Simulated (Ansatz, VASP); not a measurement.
# Zr2HS4: VASP beside Ansatz

The input INCAR:

```
SYSTEM = Zr2HS4
ALGO = Normal
DIPOL = 0.5 0.5 0.278
EDIFF = 1E-6
ENCUT = 400
GGA = PE
GGA_COMPAT = .FALSE.
IDIPOL = 3
ISIF = 2
ISMEAR = 0
IVDW = 12
LASPH = .TRUE.
LCHARG = .FALSE.
LDIPOL = .TRUE.
LREAL = .FALSE.
LWAVE = .FALSE.
NBANDS = 62
NELM = 120
NELMDL = -8
PREC = Accurate
SIGMA = 0.05
```

The input KPOINTS:

```
k-points
0
G
  6 6 1
  0 0 0
```

The input POSCAR:

```
Zr2HS4
1.0
    7.2976778227      0.0000000000      0.0000000000
   -3.6488389114      6.3199743831      0.0000000000
    0.0000000000      0.0000000000     20.9171506047
S Zr H
8 4 2
Direct
    0.3333333333      0.1666666667      0.1912306354
    0.3333333333      0.6666666667      0.1912306354
    0.8333333333      0.1666666667      0.1912306354
    0.8333333333      0.6666666667      0.1912306354
    0.1666666667      0.3333333333      0.3306927762
    0.1666666667      0.8333333333      0.3306927762
    0.6666666667      0.3333333333      0.3306927762
    0.6666666667      0.8333333333      0.3306927762
    0.0000000000      0.0000000000      0.2609617058
    0.0000000000      0.5000000000      0.2609617058
    0.5000000000      0.0000000000      0.2609617058
    0.5000000000      0.5000000000      0.2609617058
    0.3575287687      0.7150575375      0.3828031244
    0.4758045646      0.9516091292      0.3828031244
```

Input for Ansatz:

```yaml
crystal:
  lattice:
    - [7.2976778227, 0.0, 0.0]
    - [-3.6488389114, 6.3199743831, 0.0]
    - [0.0, 0.0, 20.9171506047]
  atoms:
    - { symbol: S, position: [0.3333333333, 0.1666666667, 0.1912306354] }
    - { symbol: S, position: [0.3333333333, 0.6666666667, 0.1912306354] }
    - { symbol: S, position: [0.8333333333, 0.1666666667, 0.1912306354] }
    - { symbol: S, position: [0.8333333333, 0.6666666667, 0.1912306354] }
    - { symbol: Zr, position: [0.0, 0.0, 0.2609617058] }
    - { symbol: Zr, position: [0.0, 0.5, 0.2609617058] }
    - { symbol: Zr, position: [0.5, 0.0, 0.2609617058] }
    - { symbol: Zr, position: [0.5, 0.5, 0.2609617058] }
    - { symbol: S, position: [0.1666666667, 0.3333333333, 0.3306927762] }
    - { symbol: S, position: [0.1666666667, 0.8333333333, 0.3306927762] }
    - { symbol: S, position: [0.6666666667, 0.3333333333, 0.3306927762] }
    - { symbol: S, position: [0.6666666667, 0.8333333333, 0.3306927762] }
    - { symbol: H, position: [0.3575287687, 0.7150575375, 0.3828031244] }
    - { symbol: H, position: [0.4758045646, 0.9516091292, 0.3828031244] }
basis:
  ecutwfc: 420
kpoints:
  mp_grid: { grid: [6, 6, 1] }
hamiltonian:
  xc: pbe
  pseudopotentials: { kind: paw, azcp: { folder: soft_1 } }
  dispersion: d3bj
scf:
  occupations: { method: gaussian, width: 0.05 }
output:
  forces: true
  eigenvalues: true
efield:
  axis: 3
  dipole_correction: true
  ramp_width: 0.04
```

Alike in both runs: task single point; functional PBE; dispersion D3(BJ); k mesh 6 × 6 × 1; occupations gaussian, width 0.05 eV; no spin polarisation.

```csv
,VASP,Ansatz
version,VASP 6.6.1,Ansatz 0.2.0
potentials or method,"VASP PAW PBE potentials, release 64 (S, Zr_sv, H), cutoff 400 eV","scalar-relativistic, plane waves, PAW"
valence electrons in the cell,98,98
```

Ansatz gave:

| Property | Result |
| --- | --- |
| gap on the k mesh at the Fermi level (eV) | 0.43 |
| least direct gap on the mesh (eV) | 0.52 |
| rms of the force components (eV/Å) | 0.668 |

Problem. Which values does VASP return?

Solution. gap on the k mesh at the Fermi level (eV): 0.44; least direct gap on the mesh (eV): 0.52; rms of the force components (eV/Å): 0.667.
